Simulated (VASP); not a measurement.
A run of VASP 6.6.1 is set up as follows.

File INCAR:

```
SYSTEM = Al
PREC = Accurate
ENCUT = 520
EDIFF = 1E-6
ISMEAR = 0
SIGMA = 0.15
LREAL = .FALSE.
LASPH = .TRUE.
NELM = 60
ALGO = Fast
ISIF = 2
LWAVE = .FALSE.
LCHARG = .TRUE.
GGA = PS
LELF = .TRUE.
LVHAR = .TRUE.
ISYM = 0
NBANDS = 14
```

The input KPOINTS:

```
regular mesh
0
G
  16 16 5
  0 0 0
```

The input POSCAR:

```
Al
1.0
   -1.6063180831      1.6063180831     -1.6063180831
   -1.6063180831     -1.6063180831      1.6063180831
   -1.6063180831      5.7827450994      7.0677995658
Al
4
Direct
   -0.2625000000     -0.6125000000      0.8750000000
    0.4625000000      0.4125000000      0.1250000000
   -0.1125000000     -0.2625000000      0.3750000000
    0.3125000000      0.0625000000      0.6250000000
```

Potentials or basis: VASP PAW PBE potentials, release 64 (Al).

Launch:

```console
$ cat potpaw_PBE.64/Al/POTCAR > POTCAR
$ mpirun -np 1 vasp_std > vasp.out
```

Task: Predict the band gap on the k mesh.

Result: Zero (bands 6 and 7 overlap by 6.52 eV).

Task: Predict the pressure.

Result: 1.9 GPa.

Task: What does it give for the largest force?

Result: 1.145 eV/Å.

Stress tensor (GPa, compression positive):
```
-0.92  0.13  0.08
 0.13 -0.20  1.27
 0.08  1.27  6.75
```

Caveat: the PAW data sets were made with another functional, which shifts forces and pressure a little.
